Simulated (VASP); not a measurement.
# Ti (Im-3m) in VASP: a series of runs

The runs below take Ti through single point, with PBEsol.

All numbers are computed with VASP 6.6.1; they aren't measurements. Logs are shortened: lines on timing, memory, paths and dates and some standing lists are left out, and cuts for length are marked.

**1. The cell of the first run**

Symmetry: Im-3m, No. 229, cubic system. The conventional cell has a = 3.304 Å, b = 3.304 Å, c = 3.304 Å, α = 90.00°, β = 90.00°, γ = 90.00°. Ti (site symmetry m-3m) has 14 Ti at 2.86 to 3.30 Å within 3.8 Å.

**2. Single point, PBEsol (volume scaled by 1.02)**

File INCAR:

```
SYSTEM = Ti
  PREC = Accurate
  ENCUT = 520
  EDIFF = 1E-7
  ISMEAR = -1
  SIGMA = 0.08
  LREAL = .False.
  LASPH = .True.
  NELM = 100
  ALGO = Normal
  ISIF = 2
  LWAVE = .False.
  LCHARG = .False.
  GGA = PS
  NBANDS = 12
```

File KPOINTS:

```
regular mesh
0
Gamma
  17 17 17
  0 0 0
```

File POSCAR:

```
Ti
1.0
   -1.6518678664      1.6518678664      1.6518678664
    1.6518678664     -1.6518678664      1.6518678664
    1.6518678664      1.6518678664     -1.6518678664
Ti
1
Direct
    0.0000000000      0.0000000000      0.0000000000
```

Potentials or basis: VASP PAW PBE potentials, release 64 (Ti_sv).

Launch:

```sh
cat potpaw_PBE.64/Ti_sv/POTCAR > POTCAR
mpirun -np 1 vasp_std > vasp.out
```

OUTCAR:

```text
SYSTEM = Ti
   PREC = Accurate
   ENCUT = 520
   EDIFF = 1E-7
   ISMEAR = -1
   LREAL = .False.
   LASPH = .True.
   NELM = 100
   ISIF = 2
   GGA = PS

 ion  position               nearest neighbor table
   1  0.000  0.000  0.000-

  LATTYP: Found a body centered cubic cell.
 ALAT       =     3.3037357328

  Lattice vectors:

 A1 = (  -1.6518678664,   1.6518678664,   1.6518678664)
 A2 = (   1.6518678664,  -1.6518678664,   1.6518678664)
 A3 = (   1.6518678664,   1.6518678664,  -1.6518678664)

Analysis of symmetry for initial positions (statically):
=====================================================================
 Subroutine PRICEL returns:
 Original cell was already a primitive cell.

 Routine SETGRP: Setting up the symmetry group for a
 body centered cubic supercell.

 Subroutine GETGRP returns: Found 48 space group operations
 (whereof 48 operations were pure point group operations)
 out of a pool of 48 trial point group operations.

The static configuration has the point symmetry O_h .

Analysis of symmetry for dynamics (positions and initial velocities):
=====================================================================
 Subroutine PRICEL returns:
 Original cell was already a primitive cell.

 Routine SETGRP: Setting up the symmetry group for a
 body centered cubic supercell.

 Subroutine GETGRP returns: Found 48 space group operations
 (whereof 48 operations were pure point group operations)
 out of a pool of 48 trial point group operations.

The dynamic configuration has the point symmetry O_h .

 Subroutine INISYM returns: Found 48 space group operations
 (whereof 48 operations are pure point group operations),
 and found     1 'primitive' translations

----------------------------------------------------------------------------------------

                                     Primitive cell

  volume of cell :      18.0296

  direct lattice vectors                    reciprocal lattice vectors
    -1.651867866  1.651867866  1.651867866     0.000000000  0.302687648  0.302687648
     1.651867866 -1.651867866  1.651867866     0.302687648  0.000000000  0.302687648
     1.651867866  1.651867866 -1.651867866     0.302687648  0.302687648  0.000000000

  length of vectors
     2.861119072  2.861119072  2.861119072     0.428064978  0.428064978  0.428064978

  position of ions in fractional coordinates (direct lattice)
     0.000000000  0.000000000  0.000000000

  ion indices of the primitive-cell ions
   primitive index   ion index
                 1           1

----------------------------------------------------------------------------------------

 KPOINTS: regular mesh

Automatic generation of k-mesh.
 Grid dimensions read from file:
 generate k-points for:   17   17   17

 Generating k-lattice:

  Cartesian coordinates                     Fractional coordinates (reciprocal lattice)
     0.000000000  0.017805156  0.017805156     0.058823529  0.000000000  0.000000000
     0.017805156  0.000000000  0.017805156     0.000000000  0.058823529  0.000000000
     0.017805156  0.017805156  0.000000000     0.000000000  0.000000000  0.058823529

  Length of vectors
     0.025180293  0.025180293  0.025180293

  Shift w.r.t. Gamma in fractional coordinates (k-lattice)
     0.000000000  0.000000000  0.000000000

 Subroutine IBZKPT returns following result:
 ===========================================

 Found    165 irreducible k-points:

 Following reciprocal coordinates:
            Coordinates               Weight
  0.000000  0.000000  0.000000      1.000000
  0.058824  0.000000  0.000000     12.000000
  0.117647  0.000000  0.000000     12.000000
  0.176471  0.000000  0.000000     12.000000
  0.235294  0.000000  0.000000     12.000000
  0.294118  0.000000  0.000000     12.000000
[... 16 lines left out ...]
  0.411765  0.117647  0.000000     48.000000
  0.176471  0.176471  0.000000     24.000000
 [... further k-points ...]
   k-points           NKPTS =    165   k-points in BZ     NKDIM =    165   number of bands    NBANDS=     12
   number of dos      NEDOS =    301   number of ions     NIONS =      1
   total plane-waves  NPLWV =  13824
   dimension x,y,z NGX =    24 NGY =   24 NGZ =   24
   dimension x,y,z NGXF=    48 NGYF=   48 NGZF=   48
   ions per type =               1
   NGX,Y,Z   is equivalent  to a cutoff of  13.95, 13.95, 13.95 a.u.
   NGXF,Y,Z  is equivalent  to a cutoff of  27.89, 27.89, 27.89 a.u.
 SYSTEM =  Ti
   PREC   = accura    normal or accurate (medium, high low for compatibility)
   ISTART =      0    job   : 0-new  1-cont  2-samecut
   ICHARG =      2    charge: 1-file 2-atom 10-const
   ISPIN  =      1    spin polarized calculation?
   LNONCOLLINEAR =      F non collinear calculations
   LSORBIT =      F    spin-orbit coupling
   LASPH  =      T    aspherical Exc in radial PAW
   ENCUT  =  520.0 eV  38.22 Ry    6.18 a.u.   5.32  5.32  5.32*2*pi/ulx,y,z
   NELM   =    100;   NELMIN=  2; NELMDL= -5     # of ELM steps
   EDIFF  = 0.1E-06   stopping-criterion for ELM
   LREAL  =      F    real-space projection
   EDIFFG = 0.1E-05   stopping-criterion for IOM
   NSW    =      0    number of steps for IOM
   IBRION =     -1    ionic relax: 0-MD 1-quasi-New 2-CG
   NFREE  =      0    steps in history (QN), initial steepest desc. (CG)
   ISIF   =      2    stress and relaxation
   ISYM   =      2    0-nonsym 1-usesym 2-fastsym
   POTIM  = 0.5000    time-step for ionic-motion
   TEBEG  =    0.0;   TEEND  =   0.0 temperature during run
   PSTRESS=    0.0 pullay stress
   NELECT =      12.0000    total number of electrons
   NUPDOWN=      -1.0000    fix difference up-down
   EMIN   =  10.00;   EMAX   =-10.00  energy-range for DOS
   EFERMI =   0.00;   METHOD = LEGACY
   ISMEAR =    -1;   SIGMA  =   0.08  broadening in eV -4-tet -1-fermi 0-gaus
   EFERMI_NEDOS =   21; number of points for ismear=-14 and -15
   IALGO  =     38    algorithm
   IMIX   =      4    mixing-type and parameters
     AMIX     =   0.40;   BMIX     =  1.00
     AMIX_MAG =   1.60;   BMIX_MAG =  1.00
  volume/ion in A,a.u.               =      18.03       121.67
  Fermi-wavevector in a.u.,A,eV,Ry     =   1.429354  2.701088 27.797440  2.043054
  Thomas-Fermi vector in A             =   2.549317
   LORBIT       =      0    0 simple, 1 ext, 2 COOP (PROOUT), +10 PAW based schemes
   GGA     = PS    functional components
   LHFCALC =     F    Hartree Fock is set to
   AEXX    =    0.0000 exact exchange contribution
   IVDW    =     0    specifies the selected vdW correction
   LEPSILON=     F    determine dielectric tensor
   LRPA    =     F    only Hartree local field effects (RPA)
 non-spin polarized calculation
  energy-cutoff  :      520.00
  volume of cell :       18.03
 maximum number of plane-waves:       496
 NGX is ok and might be reduce to    24
   NGX = 11   NGY = 11   NGZ = 11

 number of electron      12.0000003 magnetization

 Free energy of the ion-electron system (eV)
  ---------------------------------------------------
  ext. energy  EPLUGINS =         0.00000000
  ---------------------------------------------------
  free energy    TOTEN  =        -8.21739521 eV

  energy without entropy =       -8.16559348  energy(sigma->0) =       -8.19149435

 E-fermi :   7.5772     XC(G=0): -11.4548

 val. band max:        7.5753515364   @ k =   0.1176   0.1176   0.1176
 cond. band min:       7.5780938262   @ k =  -0.4706   0.4706   0.1176
 fundamental gap:      0.0027422898
 Fermi energy:         7.5772259928

 k-point     1 :       0.0000    0.0000    0.0000
  band No.  band energies     occupation
      1     -48.7946      2.00000
      2     -24.7862      2.00000
      3     -24.7862      2.00000
      4     -24.7862      2.00000
      5       1.7074      2.00000
      6       8.5270      0.00001
      7       8.5270      0.00001
      8       8.5270      0.00001
      9      10.2186      0.00000
     10      10.2186      0.00000
     11      24.7327      0.00000
     12      24.7327      0.00000

 k-point     2 :       0.0588    0.0000    0.0000
  band No.  band energies     occupation
      1     -48.7907      2.00000
      2     -24.8074      2.00000
      3     -24.7928      2.00000
      4     -24.7863      2.00000
      5       1.8221      2.00000
      6       8.4755      0.00003
      7       8.5133      0.00002
      8       8.6094      0.00000
      9      10.1584      0.00000
     10      10.2217      0.00000
     11      24.5325      0.00000
     12      24.7169      0.00000

 k-point     3 :       0.1176    0.0000    0.0000
  band No.  band energies     occupation
      1     -48.7797      2.00000
      2     -24.8678      2.00000
      3     -24.8116      2.00000
      4     -24.7866      2.00000
      5       2.1578      2.00000
      6       8.3313      0.00016
      7       8.4513      0.00004
      8       8.8513      0.00000
      9      10.0245      0.00000
     10      10.2331      0.00000
     11      23.9014      0.00000
     12      24.5596      0.00000

 k-point     4 :       0.1765    0.0000    0.0000
  band No.  band energies     occupation
      1     -48.7629      2.00000
      2     -24.9584      2.00000
      3     -24.8400      2.00000
      4     -24.7871      2.00000
      5       2.6877      2.00000
      6       8.1214      0.00222
      7       8.3002      0.00024
      8       9.2365      0.00000
      9       9.9241      0.00000
     10      10.2579      0.00000
     11      22.8080      0.00000
     12      24.0596      0.00000

 k-point     5 :       0.2353    0.0000    0.0000
  band No.  band energies     occupation
      1     -48.7427      2.00000
      2     -25.0662      2.00000
      3     -24.8741      2.00000
      4     -24.7877      2.00000
      5       3.3593      2.00000
      6       7.8809      0.04392
      7       8.0764      0.00389
      8       9.7360      0.00000
      9       9.9255      0.00000
     10      10.3006      0.00000
     11      21.3497      0.00000
     12      23.2605      0.00000

 k-point     6 :       0.2941    0.0000    0.0000
  band No.  band energies     occupation
      1     -48.7216      2.00000
      2     -25.1762      2.00000
      3     -24.9091      2.00000
      4     -24.7884      2.00000
      5       4.0787      2.00000
      6       7.6448      0.60089
      7       7.8969      0.03612
      8      10.0069      0.00000
      9      10.3041      0.00000
     10      10.3604      0.00000
     11      19.7311      0.00000
     12      22.3931      0.00000

 k-point     7 :       0.3529    0.0000    0.0000
  band No.  band energies     occupation
      1     -48.7026      2.00000
      2     -25.2738      2.00000
      3     -24.9404      2.00000
      4     -24.7889      2.00000
      5       4.6934      2.00000
      6       7.4424      1.68712
      7       7.9218      0.02658
      8      10.1098      0.00000
      9      10.4291      0.00000
     10      10.8732      0.00000
     11      18.1595      0.00000
     12      21.6308      0.00000

 k-point     8 :       0.4118    0.0000    0.0000
  band No.  band energies     occupation
      1     -48.6882      2.00000
      2     -25.3464      2.00000
      3     -24.9639      2.00000
      4     -24.7894      2.00000
      5       5.0589      2.00000
      6       7.2957      1.94249
      7       8.2200      0.00065
      8      10.1810      0.00000
      9      10.4911      0.00000
     10      11.3503      0.00000
     11      16.8455      0.00000
     12      21.0732      0.00000
[... 166 lines left out ...]
 k-point    20 :       0.2353    0.1176    0.0000
  band No.  band energies     occupation
      1     -48.7151      2.00000
      2     -25.1871      2.00000
      3     -24.9174      2.00000
      4     -24.8145      2.00000
      5       4.3586      2.00000
      6       7.5839      0.95861
      7       7.7305      0.25665
      8       9.8600      0.00000
      9      10.4708      0.00000
     10      10.6441      0.00000
     11      19.8354      0.00000
     12      21.5756      0.00000

 k-point    21 :       0.2941    0.1176   -0.0000
  band No.  band energies     occupation
      1     -48.6974      2.00000
      2     -25.2677      2.00000
      3     -24.9561      2.00000
      4     -24.8162      2.00000
      5       4.9769      2.00000
      6       7.4054      1.79091
      7       7.6842      0.41607
      8       9.9887      0.00000
      9      10.5378      0.00000
     10      11.2474      0.00000
     11      18.2371      0.00000
     12      20.9293      0.00000

 k-point    22 :       0.3529    0.1176    0.0000
  band No.  band energies     occupation
      1     -48.6840      2.00000
      2     -25.3273      2.00000
      3     -24.9856      2.00000
      4     -24.8173      2.00000
      5       5.3452      2.00000
      6       7.2920      1.94497
      7       7.8609      0.05607
      8      10.0988      0.00000
      9      10.6083      0.00000
     10      11.7955      0.00000
     11      16.8675      0.00000
     12      20.4426      0.00000

 k-point    23 :       0.4118    0.1176    0.0000
  band No.  band energies     occupation
      1     -48.6768      2.00000
      2     -25.3590      2.00000
      3     -25.0016      2.00000
      4     -24.8179      2.00000
      5       5.4743      2.00000
      6       7.2323      1.97351
      7       8.0972      0.00300
      8      10.1387      0.00000
      9      10.6860      0.00000
     10      12.1559      0.00000
     11      16.0120      0.00000
     12      20.1770      0.00000

 k-point    24 :       0.1765    0.1765    0.0000
  band No.  band energies     occupation
      1     -48.7169      2.00000
      2     -25.1705      2.00000
      3     -24.9117      2.00000
      4     -24.8251      2.00000
      5       4.3174      2.00000
      6       7.5665      1.06719
      7       7.7395      0.23260
      8       9.7909      0.00000
      9      10.4762      0.00000
     10      10.6514      0.00000
     11      20.6564      0.00000
     12      20.8996      0.00000

 [... further k-points ...]
[... 5 lines left out ...]
  --------------------------------------------------------------------------------------
  -------------------------------------------------------------------------------------
  Total       -0.9420350     -0.9420350     -0.9420350      0.0000000      0.0000000     -0.0000000
  in kB      -83.7127682    -83.7127682    -83.7127682      0.0000000      0.0000000     -0.0000000
  external PRESSURE =     -83.7127682 kB  Pullay stress =       0.0000000 kB

 VOLUME and BASIS-vectors are now :
 -----------------------------------------------------------------------------
  energy-cutoff  :      520.00
  volume of cell :       18.03
      direct lattice vectors                 reciprocal lattice vectors
    -1.651867866  1.651867866  1.651867866     0.000000000  0.302687648  0.302687648
     1.651867866 -1.651867866  1.651867866     0.302687648  0.000000000  0.302687648
     1.651867866  1.651867866 -1.651867866     0.302687648  0.302687648  0.000000000

 POSITION                                       TOTAL-FORCE (eV/Angst)
 -----------------------------------------------------------------------------------
      0.00000      0.00000      0.00000         0.000000      0.000000     -0.000000
 -----------------------------------------------------------------------------------
    total drift:                                0.000000      0.000000     -0.000000

  FREE ENERGIE OF THE ION-ELECTRON SYSTEM (eV)
  ---------------------------------------------------
  free  energy   TOTEN  =        -8.2173952095 eV

  energy  without entropy=       -8.1655934812  energy(sigma->0) =       -8.19149435
```

Wall time 12 s (1 thread of Intel Xeon 6975P-C (Granite Rapids), shared host); peak memory 0.16 GiB.

What came out:

| Item | Value |
| --- | --- |
| Free energy | -8.2174 eV |
| Pressure | -8.4 GPa |
| Band gap on the k mesh | zero (band 6 reaches 8.53 eV, above the bottom of band 7 at 6.96 eV) |

Caveat: the PAW data sets were made with another functional, which shifts forces and pressure a little.

(Part 1 of 2 ends here.)
